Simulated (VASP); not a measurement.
# HC28 (a cell with a defect) in VASP: single point with PBE

Aim: the single point of HC28 (a cell with a defect) with PBE.

Everything below comes from runs of VASP 6.6.1. Logs are shortened: lines on timing, memory, paths and dates and some standing lists are left out, and cuts for length are marked.

### 1 The cell of the first run

The cell holds a defect, 29 atoms: a = 6.526 Å, b = 6.526 Å, c = 9.367 Å, α = 69.61°, β = 69.61°, γ = 60.00°.

### 2 Single point, PBE

Contents of INCAR:

```
SYSTEM = HC28
PREC     = Accurate       ! precision mode
ENCUT    = 520            ! plane-wave cutoff, eV
EDIFF    = 1E-6           ! SCF threshold, eV
ISMEAR   = 0              ! smearing method
SIGMA    = 0.1            ! smearing width, eV
LREAL    = Auto         
LASPH    = .TRUE.         ! aspherical terms in the spheres
NELM     = 60             ! most SCF steps
ALGO     = Normal         ! electronic algorithm
ISIF     = 2              ! what is computed and relaxed
LWAVE    = .FALSE.        ! write WAVECAR
LCHARG   = .FALSE.        ! write CHGCAR
GGA      = PE             ! functional
NBANDS   = 76             ! bands
```

Contents of KPOINTS:

```
Automatic mesh
0
G
  4 4 4
  0 0 0
```

Contents of POSCAR:

```
HC28
1.0
    6.1662906811     -2.1360657508      0.0000000000
    1.2332581362     -6.4081972523      0.0000000000
    2.4665162724     -2.8480876677     -8.5756693636
C H
28 1
Direct
    0.4029417875      0.7292217293      0.2483414308
    0.2601539459      0.4434716925      0.2484224741
    0.1173019872      0.1577406179      0.2483972865
    0.9744213907      0.8720792696      0.2484024173
    0.8315634887      0.5862407507      0.2485791965
    0.6887155697      0.3005987137      0.2484138450
    0.5458214381      0.0150047705      0.2483582225
    0.7363271328      0.0625288930      0.2484194422
    0.5933596672      0.7768493981      0.2484950048
    0.4506306615      0.4910858354      0.2483850426
    0.3077334991      0.2054202706      0.2483829436
    0.1648972349      0.9196992192      0.2483584557
    1.0220998737      0.6339473994      0.2484704003
    0.8792081332      0.3481242306      0.2484642201
    0.1215154218      0.6488161485      0.7561007456
   -0.0194133530      0.3648555639      0.7534356475
    0.8351178379      0.0763521669      0.7561230179
    0.6939485217      0.7899418471      0.7561695449
    0.5648015322      0.5196237091      0.7123494087
    0.4100158526      0.2175114358      0.7534466088
    0.2626960182      0.9354509665      0.7533773430
    0.4558566663      0.9811273493      0.7540570568
    0.3089116266      0.7028299299      0.7484188963
    0.1705270104      0.4106935082      0.7540431803
    0.0263059337      0.1253668939      0.7540182260
    0.8818346491      0.8366751172      0.7612132328
    0.7479578434      0.5562021529      0.7485337561
    0.6013686191      0.2637142794      0.7485138160
    0.6088642393      0.5634078486      0.5806476193
```

Potentials or basis: VASP PAW PBE potentials, release 64 (C, H).

Run with:

```console
cat potpaw_PBE.64/C/POTCAR potpaw_PBE.64/H/POTCAR > POTCAR
mpirun -np 1 vasp_std > vasp.out
```

OUTCAR:

```text
SYSTEM = HC28
   PREC = Accurate
   ENCUT = 520
   EDIFF = 1E-6
   ISMEAR = 0
   LREAL = Auto
   LASPH = .TRUE.
   NELM = 60
   ISIF = 2
   GGA = PE

 ion  position               nearest neighbor table
   1  0.403  0.729  0.248-  12 1.42  10 1.42   9 1.42
   2  0.260  0.443  0.248-  13 1.42  10 1.42  11 1.42
   3  0.117  0.158  0.248-  14 1.42  12 1.42  11 1.42
   4  0.974  0.872  0.248-  12 1.42  13 1.42   8 1.42
   5  0.832  0.586  0.249-  13 1.42  14 1.42   9 1.42
   6  0.689  0.301  0.248-   8 1.42  14 1.42  10 1.42
[... 10 lines left out ...]
  17  0.835  0.076  0.756-  28 1.41  26 1.42  25 1.43
  18  0.694  0.790  0.756-  27 1.41  26 1.42  22 1.43
  19  0.565  0.520  0.712-  29 1.13  23 1.49  28 1.49  27 1.49
  20  0.410  0.218  0.753-  28 1.41  22 1.42  24 1.44
  21  0.263  0.935  0.753-  23 1.41  25 1.42  22 1.44
  22  0.456  0.981  0.754-  20 1.42  18 1.43  21 1.44
  23  0.309  0.703  0.748-  15 1.41  21 1.41  19 1.49
  24  0.171  0.411  0.754-  16 1.42  15 1.43  20 1.44
  25  0.026  0.125  0.754-  21 1.42  17 1.43  16 1.44
  26  0.882  0.837  0.761-  15 1.42  18 1.42  17 1.42
  27  0.748  0.556  0.749-  18 1.41  16 1.41  19 1.49
  28  0.601  0.264  0.749-  17 1.41  20 1.41  19 1.49
  29  0.609  0.563  0.581-  19 1.13

  LATTYP: Found a trigonal (rhomboedric) cell.
 ALAT       =     9.3668250181
 COS(alpha) =     0.7573103810

  Lattice vectors:

 A1 = (  -3.6997744087,  -0.7120219169,  -8.5756693636)
 A2 = (   1.2332581362,   3.5601095846,  -8.5756693636)
 A3 = (   2.4665162724,  -2.8480876677,  -8.5756693636)

Analysis of symmetry for initial positions (statically):
=====================================================================
 Subroutine PRICEL returns:
 Original cell was already a primitive cell.

 Routine SETGRP: Setting up the symmetry group for a
 trigonal (rhombohedral) supercell.

 Subroutine GETGRP returns: Found  1 space group operations
 (whereof  1 operations were pure point group operations)
 out of a pool of 12 trial point group operations.

The static configuration has the point symmetry C_1 .

Analysis of symmetry for dynamics (positions and initial velocities):
=====================================================================
 Subroutine PRICEL returns:
 Original cell was already a primitive cell.

 Routine SETGRP: Setting up the symmetry group for a
 trigonal (rhombohedral) supercell.

 Subroutine GETGRP returns: Found  1 space group operations
 (whereof  1 operations were pure point group operations)
 out of a pool of 12 trial point group operations.

The dynamic configuration has the point symmetry C_1 .

 Subroutine INISYM returns: Found  1 space group operations
 (whereof  1 operations are pure point group operations),
 and found     1 'primitive' translations

----------------------------------------------------------------------------------------

                                     Primitive cell

  volume of cell :     316.2749

  direct lattice vectors                    reciprocal lattice vectors
     6.166290681 -2.136065751  0.000000000     0.173755768  0.033439313  0.038869658
     1.233258136 -6.408197252  0.000000000    -0.057918589 -0.167196565  0.038869658
     2.466516272 -2.848087668 -8.575669364     0.000000000  0.000000000 -0.116608973

  length of vectors
     6.525788662  6.525788662  9.366825018     0.181163199  0.181163199  0.116608973

  position of ions in fractional coordinates (direct lattice)
     0.402941787  0.729221729  0.248341431
     0.260153946  0.443471692  0.248422474
     0.117301987  0.157740618  0.248397287
     0.974421391  0.872079270  0.248402417
     0.831563489  0.586240751  0.248579197
     0.688715570  0.300598714  0.248413845
[... 21 lines left out ...]
     0.601368619  0.263714279  0.748513816
     0.608864239  0.563407849  0.580647619

  ion indices of the primitive-cell ions
   primitive index   ion index
                 1           1
                 2           2
                 3           3
                 4           4
                 5           5
                 6           6
[... 21 lines left out ...]
                28          28
                29          29

----------------------------------------------------------------------------------------

 KPOINTS: Automatic mesh

Automatic generation of k-mesh.
 Grid dimensions read from file:
 generate k-points for:    4    4    4

 Generating k-lattice:

  Cartesian coordinates                     Fractional coordinates (reciprocal lattice)
     0.043438942  0.008359828  0.009717414     0.250000000  0.000000000  0.000000000
    -0.014479647 -0.041799141  0.009717414     0.000000000  0.250000000 -0.000000000
     0.000000000  0.000000000 -0.029152243     0.000000000  0.000000000  0.250000000

  Length of vectors
     0.045290800  0.045290800  0.029152243

  Shift w.r.t. Gamma in fractional coordinates (k-lattice)
     0.000000000  0.000000000  0.000000000

 Subroutine IBZKPT returns following result:
 ===========================================

 Found     36 irreducible k-points:

 Following reciprocal coordinates:
            Coordinates               Weight
  0.000000  0.000000  0.000000      1.000000
  0.250000  0.000000  0.000000      2.000000
 -0.000000  0.250000  0.000000      2.000000
 -0.250000 -0.250000 -0.250000      2.000000
  0.500000  0.000000  0.000000      1.000000
 -0.000000  0.500000  0.000000      1.000000
[... 16 lines left out ...]
  0.000000  0.000000  0.250000      2.000000
  0.500000  0.000000  0.250000      2.000000
 [... further k-points ...]
   k-points           NKPTS =     36   k-points in BZ     NKDIM =     36   number of bands    NBANDS=     76
   number of dos      NEDOS =    301   number of ions     NIONS =     29
   total plane-waves  NPLWV = 175000
   dimension x,y,z NGX =    50 NGY =   50 NGZ =   70
   dimension x,y,z NGXF=   100 NGYF=  100 NGZF=  140
   ions per type =              28   1
   NGX,Y,Z   is equivalent  to a cutoff of  12.74, 12.74, 12.42 a.u.
   NGXF,Y,Z  is equivalent  to a cutoff of  25.48, 25.48, 24.85 a.u.
 SYSTEM =  HC28
   PREC   = accura    normal or accurate (medium, high low for compatibility)
   ISTART =      0    job   : 0-new  1-cont  2-samecut
   ICHARG =      2    charge: 1-file 2-atom 10-const
   ISPIN  =      1    spin polarized calculation?
   LNONCOLLINEAR =      F non collinear calculations
   LSORBIT =      F    spin-orbit coupling
   LASPH  =      T    aspherical Exc in radial PAW
   ENCUT  =  520.0 eV  38.22 Ry    6.18 a.u.  12.13 12.13 17.42*2*pi/ulx,y,z
   NELM   =     60;   NELMIN=  2; NELMDL= -5     # of ELM steps
   EDIFF  = 0.1E-05   stopping-criterion for ELM
   LREAL  =      T    real-space projection
   EDIFFG = 0.1E-04   stopping-criterion for IOM
   NSW    =      0    number of steps for IOM
   IBRION =     -1    ionic relax: 0-MD 1-quasi-New 2-CG
   NFREE  =      0    steps in history (QN), initial steepest desc. (CG)
   ISIF   =      2    stress and relaxation
   ISYM   =      2    0-nonsym 1-usesym 2-fastsym
   POTIM  = 0.5000    time-step for ionic-motion
   TEBEG  =    0.0;   TEEND  =   0.0 temperature during run
   PSTRESS=    0.0 pullay stress
   NELECT =     113.0000    total number of electrons
   NUPDOWN=      -1.0000    fix difference up-down
   EMIN   =  10.00;   EMAX   =-10.00  energy-range for DOS
   EFERMI =   0.00;   METHOD = LEGACY
   ISMEAR =     0;   SIGMA  =   0.10  broadening in eV -4-tet -1-fermi 0-gaus
   EFERMI_NEDOS =   21; number of points for ismear=-14 and -15
   IALGO  =     38    algorithm
   IMIX   =      4    mixing-type and parameters
     AMIX     =   0.40;   BMIX     =  1.00
     AMIX_MAG =   1.60;   BMIX_MAG =  1.00
  volume/ion in A,a.u.               =      10.91        73.60
  Fermi-wavevector in a.u.,A,eV,Ry     =   1.161661  2.195221 18.360468  1.349456
  Thomas-Fermi vector in A             =   2.298231
   LORBIT       =      0    0 simple, 1 ext, 2 COOP (PROOUT), +10 PAW based schemes
   GGA     = PE    functional components
   LHFCALC =     F    Hartree Fock is set to
   AEXX    =    0.0000 exact exchange contribution
   IVDW    =     0    specifies the selected vdW correction
   LEPSILON=     F    determine dielectric tensor
   LRPA    =     F    only Hartree local field effects (RPA)
 non-spin polarized calculation
 Gauss-broadening in eV      SIGMA  =   0.10
  energy-cutoff  :      520.00
  volume of cell :      316.27
 maximum number of plane-waves:      8542
 NGX is ok and might be reduce to    50
   NGX = 25   NGY = 25   NGZ = 35

 number of electron     112.9999999 magnetization

 Free energy of the ion-electron system (eV)
  ---------------------------------------------------
  ext. energy  EPLUGINS =         0.00000000
  ---------------------------------------------------
  free energy    TOTEN  =      -260.20929934 eV

  energy without entropy =     -260.17330101  energy(sigma->0) =     -260.19130017

 E-fermi :   3.0596     XC(G=0):  -8.7510

 val. band max:        3.0150973226   @ k =  -0.0000   0.5000   0.0000
 cond. band min:       3.1234861240   @ k =   0.2500   0.0000   0.0000
 fundamental gap:      0.1083888014
 Fermi energy:         3.0596299514

 k-point     1 :       0.0000    0.0000    0.0000
  band No.  band energies     occupation
      1     -16.7768      2.00000
      2     -16.5906      2.00000
      3     -13.4872      2.00000
      4     -13.4795      2.00000
      5     -13.4764      2.00000
      6     -13.4736      2.00000
[... 60 lines left out ...]
     67       6.9554      0.00000
     68       6.9664      0.00000

 k-point     2 :       0.2500    0.0000    0.0000
  band No.  band energies     occupation
      1     -16.5659      2.00000
      2     -16.3803      2.00000
      3     -14.8980      2.00000
      4     -14.7172      2.00000
      5     -14.0811      2.00000
      6     -14.0779      2.00000
[... 1551 lines left out ...]
     67       6.9348      0.00000
     68       6.9557      0.00000

 k-point    24 :       0.5000    0.0000    0.2500
  band No.  band energies     occupation
      1     -15.9395      2.00000
      2     -15.9319      2.00000
      3     -15.7799      2.00000
      4     -15.7240      2.00000
      5     -14.2847      2.00000
      6     -14.2814      2.00000
[... 60 lines left out ...]
     67       7.8945      0.00000
     68       8.0773      0.00000

 [... further k-points ...]

 [bands above 68 left out]

------------------------ aborting loop because EDIFF is reached ----------------------------------------

  FORCE on cell =-STRESS in cart. coord.  units (eV):
  Direction    XX          YY          ZZ          XY          YZ          ZX
  --------------------------------------------------------------------------------------
  -------------------------------------------------------------------------------------
  Total        4.0945626      4.0826427      0.0508209      0.0079934      0.0073790      0.0126950
  in kB       20.7421335     20.6817502      0.2574474      0.0404927      0.0373805      0.0643098
  external PRESSURE =      13.8937770 kB  Pullay stress =       0.0000000 kB

 VOLUME and BASIS-vectors are now :
 -----------------------------------------------------------------------------
  energy-cutoff  :      520.00
  volume of cell :      316.27
      direct lattice vectors                 reciprocal lattice vectors
     6.166290681 -2.136065751  0.000000000     0.173755768  0.033439313  0.038869658
     1.233258136 -6.408197252  0.000000000    -0.057918589 -0.167196565  0.038869658
     2.466516272 -2.848087668 -8.575669364     0.000000000  0.000000000 -0.116608973

 POSITION                                       TOTAL-FORCE (eV/Angst)
 -----------------------------------------------------------------------------------
      3.99651     -6.24101     -2.12969        -0.003709     -0.001727     -0.003186
      2.76384     -4.10509     -2.13039         0.000410      0.000231      0.002291
      1.53053     -1.96885     -2.13017        -0.001445      0.000541      0.001218
      7.69675     -8.37736     -2.13022         0.004511     -0.003822      0.003465
      6.46377     -6.24100     -2.13173         0.003307      0.003772     -0.003425
      5.23025     -4.10494     -2.13032         0.004227     -0.000730     -0.003124
[... 21 lines left out ...]
      5.87966     -5.10633     -6.41901         0.002097     -0.008680     -0.004173
      5.88144     -6.56474     -4.97944        -0.000510     -0.000272      0.025558
 -----------------------------------------------------------------------------------
    total drift:                                0.015232      0.007189      0.016319

  FREE ENERGIE OF THE ION-ELECTRON SYSTEM (eV)
  ---------------------------------------------------
  free  energy   TOTEN  =      -260.2092993392 eV

  energy  without entropy=     -260.1733010070  energy(sigma->0) =     -260.19130017
```

It took 33 min on 1 thread of Intel Xeon Platinum 8259CL at 2.50GHz (Skylake/Cascade Lake), shared host; peak memory 0.73 GiB.

What came out:

```yaml
Free_energy: -260.2093 eV
Pressure: 1.4 GPa
Largest_force: 0.026 eV/Å
Band_gap_on_the_k_mesh: zero (an odd number of electrons rules out a gap without spin polarisation)
```

Forces in eV/Å, atoms in the order of the input:
```
C   -0.004 -0.002 -0.003
C    0.000  0.000  0.002
C   -0.001  0.001  0.001
C    0.005 -0.004  0.003
C    0.003  0.004 -0.003
C    0.004 -0.001 -0.003
C   -0.005 -0.002  0.000
C   -0.004  0.002  0.005
C    0.003 -0.005  0.008
C    0.001 -0.003  0.003
C    0.006  0.003 -0.007
C   -0.005 -0.001  0.001
C   -0.006  0.001  0.007
C    0.000 -0.007  0.000
C    0.005  0.011 -0.004
C    0.001  0.003 -0.005
C    0.003 -0.007 -0.005
C    0.003  0.001 -0.003
C   -0.002  0.003 -0.008
C   -0.015 -0.006 -0.002
C    0.009 -0.004 -0.003
C    0.000  0.004  0.000
C    0.012  0.008 -0.003
C    0.001  0.001  0.001
C   -0.005  0.001  0.000
C   -0.006  0.005 -0.002
C   -0.005  0.004 -0.004
C    0.002 -0.009 -0.004
H   -0.001  0.000  0.026
```

Stress tensor (GPa, compression positive):
```
2.07 0.00 0.01
0.00 2.07 0.00
0.01 0.00 0.03
```

Caveat: an odd number of electrons without spin polarisation forces a metal; a magnetic or distorted state may lie lower.

The gap in the log of VASP goes by the Fermi energy; the results here count the filled bands.